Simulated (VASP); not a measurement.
# C in VASP: further runs

The runs below take C through single point, with PBE+D3(BJ).

Program: VASP 6.6.1. These are calculated values, not measurements. Logs are shortened: lines on timing, memory, paths and dates and some standing lists are left out, and cuts for length are marked.

### 1 The cell of the first run

The typed cell holds 10 atoms: a = 3.650 Å, b = 2.465 Å, c = 13.379 Å, α = 99.72°, β = 81.26°, γ = 90.00°.

### 2 Single point, PBE+D3(BJ)

Contents of INCAR:

```
  PREC = Accurate
  ENCUT = 520
  EDIFF = 1E-7
  ISMEAR = 0
  SIGMA = 0.05
  LREAL = F
  LASPH = T
  NELM = 80
  ALGO = Normal
  ISIF = 2
  LWAVE = F
  LCHARG = T
  GGA = PE
  IVDW = 12
  LELF = T
  LVHAR = T
  NBANDS = 31
```

Contents of KPOINTS:

```
Automatic mesh
0
Gamma
  7 11 3
```

Contents of POSCAR:

```
C
1.0
    0.0000000000      1.4231666446     -3.3613878322
   -2.4649969361      0.0000000000      0.0000000000
    2.2595805248     12.7903369058      3.2084315590
C
10
Direct
    0.3242513862      0.1993057136      0.6537880512
    0.7481972800      0.6460822900      0.0502715891
    0.8922108065      0.2843881459      0.2011507046
    0.0362243331      0.9226940018      0.3520298201
    0.1802378597      0.5609998577      0.5029089357
    0.7958162466      0.1922235659      0.1006075264
   -0.0601702269      0.8305294218      0.2514866419
    0.0838432997      0.4688352777      0.4023657575
    0.2278568262      1.1071411336      0.5532448730
    0.3718703528      0.7454469895      0.7041239885
```

Potentials or basis: VASP PAW PBE potentials, release 64 (C).

On the command line:

```bash
$ cat potpaw_PBE.64/C/POTCAR > POTCAR
$ mpirun -np 1 vasp_std > vasp.out
```

OUTCAR:

```text
PREC = Accurate
   ENCUT = 520
   EDIFF = 1E-7
   ISMEAR = 0
   LREAL = F
   LASPH = T
   NELM = 80
   ISIF = 2
   GGA = PE
   IVDW = 12
 IVDW          = 12

 ion  position               nearest neighbor table
   1  0.324  0.199  0.654-  10 1.42  10 1.42   9 1.42
   2  0.748  0.646  0.050-   6 1.42   6 1.42
   3  0.892  0.284  0.201-   7 1.42   7 1.42   6 1.42
   4  0.036  0.923  0.352-   8 1.42   8 1.42   7 1.42
   5  0.180  0.561  0.503-   9 1.42   9 1.42   8 1.42
   6  0.796  0.192  0.101-   2 1.42   2 1.42   3 1.42
   7  0.940  0.831  0.251-   3 1.42   3 1.42   4 1.42
   8  0.084  0.469  0.402-   4 1.42   4 1.42   5 1.42
   9  0.228  0.107  0.553-   5 1.42   5 1.42   1 1.42
  10  0.372  0.745  0.704-   1 1.42   1 1.42

  LATTYP: Found a triclinic cell.
 ALAT       =     2.4649969361
 B/A-ratio  =     1.7868600557
 C/A-ratio  =     5.4352976946
 COS(alpha) =     0.0114589828
 COS(beta)  =     0.1993144431
 COS(gamma) =     0.5596409169

  Lattice vectors:

 A1 = (   2.4649969361,   0.0000000000,   0.0000000000)
 A2 = (   2.4649969361,  -1.4231666446,   3.3613878322)
 A3 = (   2.6704133474, -11.3671702612,  -6.5698193912)

Analysis of symmetry for initial positions (statically):
=====================================================================
 Subroutine PRICEL returns:
 Original cell was already a primitive cell.

 Routine SETGRP: Setting up the symmetry group for a
 triclinic supercell.

 Subroutine GETGRP returns: Found  2 space group operations
 (whereof  1 operations were pure point group operations)
 out of a pool of  2 trial point group operations.

The static configuration has the point symmetry C_1 .
 The point group associated with its full space group is S_2 .

Analysis of symmetry for dynamics (positions and initial velocities):
=====================================================================
 Subroutine PRICEL returns:
 Original cell was already a primitive cell.

 Routine SETGRP: Setting up the symmetry group for a
 triclinic supercell.

 Subroutine GETGRP returns: Found  2 space group operations
 (whereof  1 operations were pure point group operations)
 out of a pool of  2 trial point group operations.

The dynamic configuration has the point symmetry C_1 .
 The point group associated with its full space group is S_2 .

 Subroutine INISYM returns: Found  2 space group operations
 (whereof  1 operations are pure point group operations),
 and found     1 'primitive' translations

----------------------------------------------------------------------------------------

                                     Primitive cell

  volume of cell :     117.2338

  direct lattice vectors                    reciprocal lattice vectors
     0.000000000  1.423166645 -3.361387832     0.000000000  0.067461543 -0.268933853
    -2.464996936  0.000000000  0.000000000    -0.405680017  0.064787848  0.027430308
     2.259580525 12.790336906  3.208431559     0.000000000  0.070677652  0.029923972

  length of vectors
     3.650250876  2.464996936 13.378806202     0.277266077  0.411735551  0.076751382

  position of ions in fractional coordinates (direct lattice)
     0.324251386  0.199305714  0.653788051
     0.748197280  0.646082290  0.050271589
     0.892210807  0.284388146  0.201150705
     0.036224333  0.922694002  0.352029820
     0.180237860  0.560999858  0.502908936
     0.795816247  0.192223566  0.100607526
     0.939829773  0.830529422  0.251486642
     0.083843300  0.468835278  0.402365758
     0.227856826  0.107141134  0.553244873
     0.371870353  0.745446990  0.704123989

  ion indices of the primitive-cell ions
   primitive index   ion index
                 1           1
                 2           2
                 3           3
                 4           4
                 5           5
                 6           6
                 7           7
                 8           8
                 9           9
                10          10

----------------------------------------------------------------------------------------

 KPOINTS: Automatic mesh

Automatic generation of k-mesh.
 Grid dimensions read from file:
 generate k-points for:    7   11    3

 Generating k-lattice:

  Cartesian coordinates                     Fractional coordinates (reciprocal lattice)
     0.000000000  0.009637363 -0.038419122     0.142857143  0.000000000 -0.000000000
    -0.036880002  0.005889804  0.002493664     0.000000000  0.090909091  0.000000000
     0.000000000  0.023559217  0.009974657     0.000000000  0.000000000  0.333333333

  Length of vectors
     0.039609440  0.037430505  0.025583794

  Shift w.r.t. Gamma in fractional coordinates (k-lattice)
     0.000000000  0.000000000  0.000000000

 Subroutine IBZKPT returns following result:
 ===========================================

 Found    116 irreducible k-points:

 Following reciprocal coordinates:
            Coordinates               Weight
  0.000000  0.000000  0.000000      1.000000
  0.142857  0.000000 -0.000000      2.000000
  0.285714  0.000000 -0.000000      2.000000
  0.428571  0.000000  0.000000      2.000000
 -0.000000  0.090909 -0.000000      2.000000
  0.142857  0.090909 -0.000000      2.000000
[... 16 lines left out ...]
 -0.428571  0.272727  0.000000      2.000000
 -0.285714  0.272727  0.000000      2.000000
 [... further k-points ...]
   k-points           NKPTS =    116   k-points in BZ     NKDIM =    116   number of bands    NBANDS=     31
   number of dos      NEDOS =    301   number of ions     NIONS =     10
   total plane-waves  NPLWV =  50400
   dimension x,y,z NGX =    28 NGY =   18 NGZ =  100
   dimension x,y,z NGXF=    56 NGYF=   36 NGZF=  200
   ions per type =              10
   NGX,Y,Z   is equivalent  to a cutoff of  12.75, 12.14, 12.43 a.u.
   NGXF,Y,Z  is equivalent  to a cutoff of  25.50, 24.28, 24.85 a.u.
 SYSTEM =  unknown system
   PREC   = accura    normal or accurate (medium, high low for compatibility)
   ISTART =      0    job   : 0-new  1-cont  2-samecut
   ICHARG =      2    charge: 1-file 2-atom 10-const
   ISPIN  =      1    spin polarized calculation?
   LNONCOLLINEAR =      F non collinear calculations
   LSORBIT =      F    spin-orbit coupling
   LASPH  =      T    aspherical Exc in radial PAW
   ENCUT  =  520.0 eV  38.22 Ry    6.18 a.u.   6.79  4.58 24.88*2*pi/ulx,y,z
   NELM   =     80;   NELMIN=  2; NELMDL= -5     # of ELM steps
   EDIFF  = 0.1E-06   stopping-criterion for ELM
   LREAL  =      F    real-space projection
   EDIFFG = 0.1E-05   stopping-criterion for IOM
   NSW    =      0    number of steps for IOM
   IBRION =     -1    ionic relax: 0-MD 1-quasi-New 2-CG
   NFREE  =      0    steps in history (QN), initial steepest desc. (CG)
   ISIF   =      2    stress and relaxation
   ISYM   =      2    0-nonsym 1-usesym 2-fastsym
   POTIM  = 0.5000    time-step for ionic-motion
   TEBEG  =    0.0;   TEEND  =   0.0 temperature during run
   PSTRESS=    0.0 pullay stress
   NELECT =      40.0000    total number of electrons
   NUPDOWN=      -1.0000    fix difference up-down
   EMIN   =  10.00;   EMAX   =-10.00  energy-range for DOS
   EFERMI =   0.00;   METHOD = LEGACY
   ISMEAR =     0;   SIGMA  =   0.05  broadening in eV -4-tet -1-fermi 0-gaus
   EFERMI_NEDOS =   21; number of points for ismear=-14 and -15
   IALGO  =     38    algorithm
   IMIX   =      4    mixing-type and parameters
     AMIX     =   0.40;   BMIX     =  1.00
     AMIX_MAG =   1.60;   BMIX_MAG =  1.00
  volume/ion in A,a.u.               =      11.72        79.11
  Fermi-wavevector in a.u.,A,eV,Ry     =   1.143959  2.161769 17.805164  1.308643
  Thomas-Fermi vector in A             =   2.280653
   LORBIT       =      0    0 simple, 1 ext, 2 COOP (PROOUT), +10 PAW based schemes
   GGA     = PE    functional components
   LHFCALC =     F    Hartree Fock is set to
   AEXX    =    0.0000 exact exchange contribution
   IVDW    =    12    specifies the selected vdW correction
   LEPSILON=     F    determine dielectric tensor
   LRPA    =     F    only Hartree local field effects (RPA)
 non-spin polarized calculation
 Gauss-broadening in eV      SIGMA  =   0.05
  energy-cutoff  :      520.00
  volume of cell :      117.23
 maximum number of plane-waves:      3187
   NGX = 13   NGY =  9   NGZ = 49

 number of electron      40.0000004 magnetization

 Free energy of the ion-electron system (eV)
  ---------------------------------------------------
  ext. energy  EPLUGINS =         0.00000000
  ---------------------------------------------------
  free energy    TOTEN  =       -85.44861023 eV

  energy without entropy =      -85.44132234  energy(sigma->0) =      -85.44496628

 E-fermi :   1.6568     XC(G=0):  -8.6863

 val. band max:        1.6469915227   @ k =  -0.4286   0.2727   0.0000
 cond. band min:       1.6589516525   @ k =   0.2857   0.0000  -0.0000
 fundamental gap:      0.0119601298
 Fermi energy:         1.6568031079

 k-point     1 :       0.0000    0.0000    0.0000
  band No.  band energies     occupation
      1     -17.6963      2.00000
      2     -16.9192      2.00000
      3     -15.7595      2.00000
      4     -14.2526      2.00000
      5     -12.7505      2.00000
      6      -9.9315      2.00000
[... 23 lines left out ...]
     30      10.0012      0.00000
     31      10.4150      0.00000

 k-point     2 :       0.1429    0.0000   -0.0000
  band No.  band energies     occupation
      1     -17.6492      2.00000
      2     -16.8817      2.00000
      3     -15.7354      2.00000
      4     -14.2431      2.00000
      5     -12.7580      2.00000
      6      -9.9459      2.00000
[... 740 lines left out ...]
 k-point    24 :      -0.2857    0.2727    0.0000
  band No.  band energies     occupation
      1     -16.2323      2.00000
      2     -15.5021      2.00000
      3     -14.4134      2.00000
      4     -13.0040      2.00000
      5     -11.6228      2.00000
      6      -9.4957      2.00000
[... 23 lines left out ...]
     30      10.6747      0.00000
     31      11.1492      0.00000

 [... further k-points ...]

------------------------ aborting loop because EDIFF is reached ----------------------------------------

 Edisp (eV)   -1.34067

 E8    (eV) :    -0.3849

  FORCE on cell =-STRESS in cart. coord.  units (eV):
  Direction    XX          YY          ZZ          XY          YZ          ZX
  --------------------------------------------------------------------------------------
  -------------------------------------------------------------------------------------
  Total       0.33697    -0.01526    -0.29578    -0.00097    -0.06297    -0.00087
  in kB       4.60516    -0.20855    -4.04227    -0.01330    -0.86057    -0.01189
  external pressure =        0.12 kB  Pullay stress =        0.00 kB

 VOLUME and BASIS-vectors are now :
 -----------------------------------------------------------------------------
  energy-cutoff  :      520.00
  volume of cell :      117.23
      direct lattice vectors                 reciprocal lattice vectors
     0.000000000  1.423166645 -3.361387832     0.000000000  0.067461543 -0.268933853
    -2.464996936  0.000000000  0.000000000    -0.405680017  0.064787848  0.027430308
     2.259580525 12.790336906  3.208431559     0.000000000  0.070677652  0.029923972

 POSITION                                       TOTAL-FORCE (eV/Angst)
 -----------------------------------------------------------------------------------
      0.98600      8.82363      1.00770         0.000004      2.625912      0.116658
     -1.47900      1.70780     -2.35369        -0.000347      1.678088      0.041327
     -0.24650      3.84255     -2.35369         0.000145      0.866152      0.043714
     -1.47900      4.55413      1.00770         0.000183      0.123424      0.008735
     -0.24650      6.68888      1.00770         0.000166      0.181025      0.008195
     -0.24650      2.41938     -2.35225        -0.000004     -2.625912     -0.116658
     -1.47900      4.55413     -2.35225        -0.000166     -0.181025     -0.008195
     -0.24650      5.26572      1.00913        -0.000183     -0.123424     -0.008735
      0.98600      7.40047      1.00913        -0.000145     -0.866152     -0.043714
     -0.24650      9.53522      1.00913         0.000347     -1.678088     -0.041327
 -----------------------------------------------------------------------------------
    total drift:                               -0.000002      0.000009      0.000004

  FREE ENERGIE OF THE ION-ELECTRON SYSTEM (eV)
  ---------------------------------------------------
  free  energy   TOTEN  =       -86.7892840314 eV

  energy  without entropy=      -86.7819961437  energy(sigma->0) =      -86.78564009
```

It took 2.9 min on 1 thread of Intel Xeon 6975P-C (Granite Rapids), shared host; peak memory 0.39 GiB.

Results:

```
Free energy                : -86.7893 eV
Pressure                   : 0.0 GPa
Largest force              : 2.629 eV/Å
Band gap on the k mesh     : zero (bands 20 and 21 overlap by 0.25 eV)
Dispersion energy per atom : -0.134 eV
```

Forces on the atoms (eV/Å):
```
C    0.000  2.626  0.117
C    0.000  1.678  0.041
C    0.000  0.866  0.044
C    0.000  0.123  0.009
C    0.000  0.181  0.008
C    0.000 -2.626 -0.117
C    0.000 -0.181 -0.008
C    0.000 -0.123 -0.009
C    0.000 -0.866 -0.044
C    0.000 -1.678 -0.041
```

Caveat: forces of over 1 eV/Å act on the atoms, so gaps and moduli don't describe the material at rest.

### 3 Single point, PBE+D3(BJ)

This run uses another cell than the first one, of 10.64 Å³/atom.

Contents of INCAR:

```
PREC = Accurate
ENCUT = 520
EDIFF = 1E-6
ISMEAR = 0
SIGMA = 0.05
LREAL = False
LASPH = True
NELM = 100
ALGO = Normal
ISIF = 2
LWAVE = False
LCHARG = False
GGA = PE
IVDW = 12
NBANDS = 31
ISYM = 0
```

KPOINTS is that of step 2.

Contents of POSCAR:

```
C
1.0
    0.0000000000      1.4231666446     -3.3613878322
   -2.4649969361      0.0000000000      0.0000000000
    2.4649969361     11.8038962710      2.4604576600
C
10
Direct
    0.2273181143      0.3201115161      0.7201115161
    0.7407438100      0.6553713855      0.0553713855
    0.8623873861      0.3215564182      0.2215564182
   -0.0159690378      0.9877414508      0.3877414508
    0.1056745382      0.6539264834      0.5539264834
    0.7808997661      0.2108136471      0.1108136471
   -0.0974566578      0.8769986797      0.2769986797
    0.0241869182      0.5431837123      0.4431837123
    0.1458304943      1.2093687450      0.6093687450
    0.2674740704      0.8755537776      0.7755537776
```

Potentials or basis: VASP PAW PBE potentials, release 64 (C).

On the command line:

```bash
$ cat potpaw_PBE.64/C/POTCAR > POTCAR
$ mpirun -np 1 vasp_std > vasp.out
```

It took 2.8 min on 1 thread of Intel Xeon 6975P-C (Granite Rapids), shared host; peak memory 0.36 GiB.

Results (log left out):

```
Free energy                : -87.0508 eV
Pressure                   : -0.9 GPa
Largest force              : 2.446 eV/Å
Band gap on the k mesh     : zero (bands 20 and 21 overlap by 0.07 eV)
Dispersion energy per atom : -0.139 eV
```

Forces on the atoms (eV/Å):
```
C    0.000  2.443  0.122
C    0.000  1.309 -0.212
C    0.000  0.761  0.118
C    0.000  0.098 -0.004
C    0.000  0.112  0.011
C    0.000 -2.443 -0.122
C    0.000 -0.112 -0.011
C    0.000 -0.098  0.004
C    0.000 -0.761 -0.118
C    0.000 -1.309  0.212
```

Stress tensor (GPa, compression positive):
```
-0.85  0.00  0.00
 0.00 -0.75 -0.48
 0.00 -0.48 -1.08
```

Levels at points of the mesh, in eV from the Fermi level:
```csv
k point,band 17,band 18,band 19,band 20,band 21,band 22,band 23,band 24
"(0.00, 0.00, 0.00)",-3.49,-3.01,-2.76,-0.43,0.45,2.38,4.65,4.86
```

Caveat: forces of over 1 eV/Å act on the atoms, so gaps and moduli don't describe the material at rest.
